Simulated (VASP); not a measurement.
# Sb in VASP: further runs

The runs below take Sb through single point, with PBE, r2SCAN.

Everything below comes from runs of VASP 6.6.1. Logs are shortened: lines on timing, memory, paths and dates and some standing lists are left out, and cuts for length are marked.

## (1) The cell of the first run

The cell holds a slab with vacuum, 4 atoms: a = 5.206 Å, b = 4.240 Å, c = 29.022 Å, α = 90.00°, β = 90.00°, γ = 90.00°.

## (2) Single point, PBE (uniaxial x strain +1.5%)

INCAR reads:

```
SYSTEM = Sb
PREC = Accurate
ENCUT = 400
EDIFF = 1E-6
ISMEAR = -1
SIGMA = 0.02
LREAL = .FALSE.
LASPH = .TRUE.
NELM = 120
ALGO = Normal
ISIF = 2
LWAVE = .FALSE.
LCHARG = .FALSE.
LDIPOL = .TRUE.
IDIPOL = 3
DIPOL = 0.5 0.5 0.327
GGA = PE
NBANDS = 38
GGA_COMPAT = .FALSE.
NELMDL = -8
```

KPOINTS reads:

```
Automatic mesh
0
G
  6 6 1
  0 0 0
```

POSCAR reads:

```
Sb
1.0
    5.2063565693      0.0000000000      0.0000000000
    0.0000000000      4.2400764228      0.0000000000
    0.0000000000      0.0000000000     29.0216962420
Sb
4
Direct
    0.0618586065      0.0000000000      0.3750568706
    0.4381413935      0.5000000000      0.3750568706
    0.5618586065      0.5000000000      0.2796257449
    0.9381413935      0.0000000000      0.2796257449
```

Potentials or basis: VASP PAW PBE potentials, release 64 (Sb_d_GW).

Command:

```console
cat potpaw_PBE.64/Sb_d_GW/POTCAR > POTCAR
mpirun -np 1 vasp_std > vasp.out
```

OUTCAR:

```text
SYSTEM = Sb
   PREC = Accurate
   ENCUT = 400
   EDIFF = 1E-6
   ISMEAR = -1
   LREAL = .FALSE.
   LASPH = .TRUE.
   NELM = 120
   ISIF = 2
   GGA = PE
   NELMDL = -8

 ion  position               nearest neighbor table
   1  0.062  0.000  0.375-   4 2.84   2 2.89   2 2.89
   2  0.438  0.500  0.375-   3 2.84   1 2.89   1 2.89
   3  0.562  0.500  0.280-   2 2.84   4 2.89   4 2.89
   4  0.938  0.000  0.280-   1 2.84   3 2.89   3 2.89

  LATTYP: Found a simple orthorhombic cell.
 ALAT       =     4.2400764228
 B/A-ratio  =     1.2278921534
 C/A-ratio  =     6.8446163107

  Lattice vectors:

 A1 = (   0.0000000000,  -4.2400764228,   0.0000000000)
 A2 = (   5.2063565693,   0.0000000000,   0.0000000000)
 A3 = (   0.0000000000,   0.0000000000,  29.0216962420)

Analysis of symmetry for initial positions (statically):
=====================================================================
 Subroutine PRICEL returns:
 Original cell was already a primitive cell.

 Routine SETGRP: Setting up the symmetry group for a
 simple orthorhombic supercell.

 Subroutine GETGRP returns: Found  8 space group operations
 (whereof  2 operations were pure point group operations)
 out of a pool of  8 trial point group operations.

The static configuration has the point symmetry C_1h.
 The point group associated with its full space group is D_2h.

Analysis of symmetry for dynamics (positions and initial velocities):
=====================================================================
 Subroutine PRICEL returns:
 Original cell was already a primitive cell.

 Routine SETGRP: Setting up the symmetry group for a
 simple orthorhombic supercell.

 Subroutine GETGRP returns: Found  8 space group operations
 (whereof  2 operations were pure point group operations)
 out of a pool of  8 trial point group operations.

The dynamic configuration has the point symmetry C_1h.
 The point group associated with its full space group is D_2h.

 Subroutine INISYM returns: Found  8 space group operations
 (whereof  2 operations are pure point group operations),
 and found     1 'primitive' translations

----------------------------------------------------------------------------------------

                                     Primitive cell

  volume of cell :     640.6641

  direct lattice vectors                    reciprocal lattice vectors
     5.206356569  0.000000000  0.000000000     0.192072899  0.000000000  0.000000000
     0.000000000  4.240076423  0.000000000     0.000000000  0.235844806  0.000000000
     0.000000000  0.000000000 29.021696242     0.000000000  0.000000000  0.034456980

  length of vectors
     5.206356569  4.240076423 29.021696242     0.192072899  0.235844806  0.034456980

  position of ions in fractional coordinates (direct lattice)
     0.061858607  0.000000000  0.375056871
     0.438141393  0.500000000  0.375056871
     0.561858607  0.500000000  0.279625745
     0.938141393  0.000000000  0.279625745

  ion indices of the primitive-cell ions
   primitive index   ion index
                 1           1
                 2           2
                 3           3
                 4           4

----------------------------------------------------------------------------------------

 KPOINTS: Automatic mesh

Automatic generation of k-mesh.
 Grid dimensions read from file:
 generate k-points for:    6    6    1

 Generating k-lattice:

  Cartesian coordinates                     Fractional coordinates (reciprocal lattice)
     0.032012150  0.000000000  0.000000000     0.166666667  0.000000000  0.000000000
     0.000000000  0.039307468  0.000000000     0.000000000  0.166666667  0.000000000
     0.000000000  0.000000000  0.034456980     0.000000000  0.000000000  1.000000000

  Length of vectors
     0.032012150  0.039307468  0.034456980

  Shift w.r.t. Gamma in fractional coordinates (k-lattice)
     0.000000000  0.000000000  0.000000000

 Subroutine IBZKPT returns following result:
 ===========================================

 Found     16 irreducible k-points:

 Following reciprocal coordinates:
            Coordinates               Weight
  0.000000  0.000000  0.000000      1.000000
  0.166667  0.000000  0.000000      2.000000
  0.333333  0.000000  0.000000      2.000000
  0.500000  0.000000  0.000000      1.000000
  0.000000  0.166667  0.000000      2.000000
  0.166667  0.166667  0.000000      4.000000
[... 8 lines left out ...]
  0.333333  0.500000  0.000000      2.000000
  0.500000  0.500000  0.000000      1.000000
   k-points           NKPTS =     16   k-points in BZ     NKDIM =     16   number of bands    NBANDS=     38
   number of dos      NEDOS =    301   number of ions     NIONS =      4
   total plane-waves  NPLWV = 193536
   dimension x,y,z NGX =    36 NGY =   28 NGZ =  192
   dimension x,y,z NGXF=    72 NGYF=   56 NGZF=  384
   ions per type =               4
   NGX,Y,Z   is equivalent  to a cutoff of  11.50, 10.98, 11.00 a.u.
   NGXF,Y,Z  is equivalent  to a cutoff of  22.99, 21.96, 22.00 a.u.
 SYSTEM =  Sb
   PREC   = accura    normal or accurate (medium, high low for compatibility)
   ISTART =      0    job   : 0-new  1-cont  2-samecut
   ICHARG =      2    charge: 1-file 2-atom 10-const
   ISPIN  =      1    spin polarized calculation?
   LNONCOLLINEAR =      F non collinear calculations
   LSORBIT =      F    spin-orbit coupling
   LASPH  =      T    aspherical Exc in radial PAW
   ENCUT  =  400.0 eV  29.40 Ry    5.42 a.u.   8.49  6.91 47.33*2*pi/ulx,y,z
   NELM   =    120;   NELMIN=  2; NELMDL= -8     # of ELM steps
   EDIFF  = 0.1E-05   stopping-criterion for ELM
   LREAL  =      F    real-space projection
   EDIFFG = 0.1E-04   stopping-criterion for IOM
   NSW    =      0    number of steps for IOM
   IBRION =     -1    ionic relax: 0-MD 1-quasi-New 2-CG
   NFREE  =      0    steps in history (QN), initial steepest desc. (CG)
   ISIF   =      2    stress and relaxation
   ISYM   =      2    0-nonsym 1-usesym 2-fastsym
   POTIM  = 0.5000    time-step for ionic-motion
   TEBEG  =    0.0;   TEEND  =   0.0 temperature during run
   PSTRESS=    0.0 pullay stress
   NELECT =      60.0000    total number of electrons
   NUPDOWN=      -1.0000    fix difference up-down
   EMIN   =  10.00;   EMAX   =-10.00  energy-range for DOS
   EFERMI =   0.00;   METHOD = LEGACY
   ISMEAR =    -1;   SIGMA  =   0.02  broadening in eV -4-tet -1-fermi 0-gaus
   EFERMI_NEDOS =   21; number of points for ismear=-14 and -15
   IALGO  =     38    algorithm
   IMIX   =      4    mixing-type and parameters
     AMIX     =   0.40;   BMIX     =  1.00
     AMIX_MAG =   1.60;   BMIX_MAG =  1.00
  volume/ion in A,a.u.               =     160.17      1080.85
  Fermi-wavevector in a.u.,A,eV,Ry     =   0.743444  1.404906  7.520069  0.552709
  Thomas-Fermi vector in A             =   1.838561
   LORBIT       =      0    0 simple, 1 ext, 2 COOP (PROOUT), +10 PAW based schemes
   GGA     = PE    functional components
   LHFCALC =     F    Hartree Fock is set to
   AEXX    =    0.0000 exact exchange contribution
   IVDW    =     0    specifies the selected vdW correction
   LEPSILON=     F    determine dielectric tensor
   LRPA    =     F    only Hartree local field effects (RPA)
 non-spin polarized calculation
  energy-cutoff  :      400.00
  volume of cell :      640.66
 maximum number of plane-waves:     11706
 NGX is ok and might be reduce to    36
   NGX = 17   NGY = 13   NGZ = 95

 dipolmoment           0.000000      0.000000     -0.000041 electrons x Angstroem

 number of electron      59.9999944 magnetization

 dipolmoment           0.000000      0.000000      0.000000 electrons x Angstroem

 Free energy of the ion-electron system (eV)
  ---------------------------------------------------
  ext. energy  EPLUGINS =         0.00000000
  ---------------------------------------------------
  free energy    TOTEN  =       -16.22140872 eV

  energy without entropy =      -16.22140872  energy(sigma->0) =      -16.22140872

 E-fermi :  -2.2240     XC(G=0):  -2.3565

 val. band max:       -2.5513748361   @ k =   0.3333   0.0000   0.0000
 cond. band min:      -1.9100204962   @ k =   0.0000   0.0000   0.0000
 fundamental gap:      0.6413543399
 Fermi energy:        -2.2240260834

 k-point     1 :       0.0000    0.0000    0.0000
  band No.  band energies     occupation
      1     -31.5052      2.00000
      2     -31.5015      2.00000
      3     -31.4914      2.00000
      4     -31.4354      2.00000
      5     -31.4225      2.00000
      6     -31.3911      2.00000
[... 30 lines left out ...]
     37       1.8269      0.00000
     38       1.8334      0.00000

 k-point     2 :       0.1667    0.0000    0.0000
  band No.  band energies     occupation
      1     -31.5031      2.00000
      2     -31.4998      2.00000
      3     -31.4877      2.00000
      4     -31.4379      2.00000
      5     -31.4221      2.00000
      6     -31.3995      2.00000
[... 30 lines left out ...]
     37       1.6143      0.00000
     38       1.6919      0.00000

 k-point     3 :       0.3333    0.0000    0.0000
  band No.  band energies     occupation
      1     -31.4986      2.00000
      2     -31.4964      2.00000
      3     -31.4771      2.00000
      4     -31.4470      2.00000
      5     -31.4207      2.00000
      6     -31.4113      2.00000
[... 30 lines left out ...]
     37       1.8540      0.00000
     38       2.2042      0.00000

 k-point     4 :       0.5000    0.0000    0.0000
  band No.  band energies     occupation
      1     -31.4955      2.00000
      2     -31.4955      2.00000
      3     -31.4620      2.00000
      4     -31.4620      2.00000
      5     -31.4178      2.00000
      6     -31.4178      2.00000
[... 30 lines left out ...]
     37       2.5697      0.00000
     38       2.5697      0.00000
[... 375 lines left out ...]
      4     -31.4224      2.00000
      5     -31.3990      2.00000
      6     -31.3990      2.00000
[... 30 lines left out ...]
     37       2.5994      0.00000
     38       2.5994      0.00000

 k-point    15 :       0.3333    0.5000    0.0000
  band No.  band energies     occupation
      1     -31.4863      2.00000
      2     -31.4863      2.00000
      3     -31.4304      2.00000
      4     -31.4304      2.00000
      5     -31.3922      2.00000
      6     -31.3922      2.00000
[... 30 lines left out ...]
     37       2.2135      0.00000
     38       2.2135      0.00000

 k-point    16 :       0.5000    0.5000    0.0000
  band No.  band energies     occupation
      1     -31.4870      2.00000
      2     -31.4870      2.00000
      3     -31.4334      2.00000
      4     -31.4334      2.00000
      5     -31.3898      2.00000
      6     -31.3898      2.00000
[... 30 lines left out ...]
     37       2.7497      0.00000
     38       2.7498      0.00000

------------------------ aborting loop because EDIFF is reached ----------------------------------------

 vacuum level on the upper side and lower side of the slab       (xc-potential included)        -0.006        -0.006

  FORCE on cell =-STRESS in cart. coord.  units (eV):
  Direction    XX          YY          ZZ          XY          YZ          ZX
  --------------------------------------------------------------------------------------
  -------------------------------------------------------------------------------------
  Total        0.0375386      0.4036126      0.7002875     -0.0000000      0.0000000      0.0000000
  in kB        0.0938768      1.0093574      1.7512840     -0.0000000      0.0000000      0.0000000
  external PRESSURE =       0.9515061 kB  Pullay stress =       0.0000000 kB

 VOLUME and BASIS-vectors are now :
 -----------------------------------------------------------------------------
  energy-cutoff  :      400.00
  volume of cell :      640.66
      direct lattice vectors                 reciprocal lattice vectors
     5.206356569  0.000000000  0.000000000     0.192072899  0.000000000  0.000000000
     0.000000000  4.240076423  0.000000000     0.000000000  0.235844806  0.000000000
     0.000000000  0.000000000 29.021696242     0.000000000  0.000000000  0.034456980

 POSITION                                       TOTAL-FORCE (eV/Angst)
 -----------------------------------------------------------------------------------
      0.32206      0.00000     10.88479        -0.177879      0.000000      0.171485
      2.28112      2.12004     10.88479         0.177879      0.000000      0.171485
      2.92524      2.12004      8.11521        -0.177879      0.000000     -0.171485
      4.88430      0.00000      8.11521         0.177879     -0.000000     -0.171485
 -----------------------------------------------------------------------------------
    total drift:                               -0.000000     -0.000000     -0.000494

  FREE ENERGIE OF THE ION-ELECTRON SYSTEM (eV)
  ---------------------------------------------------
  free  energy   TOTEN  =       -16.2214087234 eV

  energy  without entropy=      -16.2214087175  energy(sigma->0) =      -16.22140872

 vacuum level on the upper side and lower side of the slab         1.729         1.729
```

Wall time 11 min (1 thread of Intel Xeon 6975P-C (Granite Rapids), shared host); peak memory 0.58 GiB.

Results:

* Free energy: -16.2214 eV
* Largest force: 0.247 eV/Å
* Band gap on the k mesh: 0.64 eV (least direct gap 0.79 eV)

Forces in eV/Å, atoms in the order of the input:
```
Sb  -0.178  0.000  0.171
Sb   0.178  0.000  0.171
Sb  -0.178  0.000 -0.171
Sb   0.178  0.000 -0.171
```

Caveat: the cell differs from its parent crystal (uniaxial x strain +1.5%); spin-orbit coupling is left out, which moves the levels of the heavy elements.

## (3) Single point, PBE (strain -0.5%)

INCAR reads:

```
PREC = Accurate
ENCUT = 400
EDIFF = 1E-6
ISMEAR = -1
SIGMA = 0.02
LREAL = False
LASPH = True
NELM = 120
ALGO = Normal
ISIF = 2
LWAVE = False
LCHARG = True
LDIPOL = True
IDIPOL = 3
DIPOL = 0.5 0.5 0.327
GGA = PE
LELF = True
LVHAR = True
LVACPOTAV = True
NBANDS = 38
GGA_COMPAT = False
NELMDL = -8
```

KPOINTS reads:

```
Automatic mesh
0
Gamma
  6 6 1
```

POSCAR reads:

```
Sb
1.0
    5.1037682625      0.0000000000      0.0000000000
    0.0000000000      4.2188760407      0.0000000000
    0.0000000000      0.0000000000     29.0216962420
Sb
4
Direct
    0.0577054415      0.0000000000      0.3752020112
    0.4422945585      0.5000000000      0.3752020112
    0.5577054415      0.5000000000      0.2794806043
    0.9422945585      0.0000000000      0.2794806043
```

Potentials or basis: VASP PAW PBE potentials, release 64 (Sb_d_GW).

Command:

```console
cat potpaw_PBE.64/Sb_d_GW/POTCAR > POTCAR
mpirun -np 1 vasp_std > vasp.out
```

Run time: 9 min. Hardware: 1 thread of Intel Xeon Platinum 8375C at 2.90GHz (Ice Lake), shared host; peak memory 0.57 GiB.

It converged, with:

* Free energy: -16.2251 eV
* Largest force: 0.257 eV/Å
* Ionisation potential of the upper face: 4.19 eV

Forces on the atoms (eV/Å):
```
Sb  -0.184  0.000  0.179
Sb   0.184  0.000  0.179
Sb  -0.184  0.000 -0.179
Sb   0.184  0.000 -0.179
```

Levels at points of the mesh, in eV from the Fermi level:
| k point | band 28 | band 29 | band 30 | band 31 | band 32 | band 33 |
| --- | --- | --- | --- | --- | --- | --- |
| (0.00, 0.00, 0.00) | -1.89 | -1.37 | -0.42 | 0.25 | 1.61 | 2.00 |
| (0.50, 0.00, 0.00) | -1.71 | -0.77 | -0.77 | 0.95 | 0.95 | 1.78 |
| (0.00, 0.50, 0.00) | -2.12 | -1.88 | -1.88 | 0.66 | 0.66 | 0.91 |
| (0.50, 0.50, 0.00) | -3.61 | -1.75 | -1.75 | 1.94 | 1.94 | 3.72 |

Caveat: the cell differs from its parent crystal (strain -0.5%); spin-orbit coupling is left out, which moves the levels of the heavy elements.

(Part 1 of 2 ends here.)
